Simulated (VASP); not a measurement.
The system is NaI.

```
Na I
1.0
     0.00000    3.22972    3.22972
     3.22972    0.00000    3.22972
     3.22972    3.22972    0.00000
Na I
1 1
Direct
  0.00000 0.00000 0.00000
  0.50000 0.50000 0.50000
```

Base run:

- Program: VASP 6.6.1
- Functional: PBE
- Potentials or basis: VASP PAW PBE potentials, release 64 (Na_pv, I)
- Cutoff: 520 eV
- k mesh: 6 × 6 × 6
- Occupations: gaussian, width 0.01 eV
- Spin: no spin polarisation

Its results: band gap on the k mesh 3.66 eV; pressure 0.5 GPa.

The run is repeated on the same cell with these changes: k mesh from 6 × 6 × 6 to 2 × 2 × 2. What comes out?

Band gap on the k mesh 3.59 eV; pressure 2.8 GPa.

Caveats: some runs use coarse meshes; spin-orbit coupling is left out, which moves the levels of the heavy elements.

